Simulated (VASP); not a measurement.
A run of VASP 6.6.1:

INCAR

```
SYSTEM = Fe
PREC = Accurate ; ENCUT = 690
EDIFF = 1E-6 ; ISMEAR = -1
SIGMA = 0.05 ; LREAL = .FALSE.
LASPH = .TRUE. ; NELM = 200
ALGO = Normal ; ISIF = 2
LWAVE = .FALSE. ; LCHARG = .TRUE.
ISPIN = 2 ; MAGMOM = 2.5 -2.5
LORBIT = 11 ; LMAXMIX = 4
GGA = PS ; LELF = .TRUE.
LVHAR = .TRUE. ; NBANDS = 27
GGA_COMPAT = .FALSE.
```

The input KPOINTS:

```
regular mesh
0
G
  13 13 13
  0 0 0
```

File POSCAR:

```
Fe
1.0
    0.0000000000      2.4340211411      2.4340211411
    2.4340211411      0.0000000000      2.4340211411
    2.4340211411      2.4340211411      0.0000000000
Fe
2
Direct
    0.1250000000      0.1250000000      0.1250000000
    0.8750000000      0.8750000000      0.8750000000
```

Potentials or basis: VASP PAW PBE potentials, release 64 (Fe_sv).

Command:

```sh
$ cat potpaw_PBE.64/Fe_sv/POTCAR > POTCAR
$ mpirun -np 1 vasp_std > vasp.out
```

Hardware: 1 thread of Intel(R) Xeon(R) Platinum 8259CL CPU @ 2.50GHz (Skylake/Cascade Lake), on a shared host.

Q: Estimate the wall time of this run.

A: Run time: 3.4 min on 1 thread of Intel(R) Xeon(R) Platinum 8259CL CPU @ 2.50GHz (Skylake/Cascade Lake) (shared host), peak memory 0.28 GiB. Counts: scf iterations 15, k points 84.
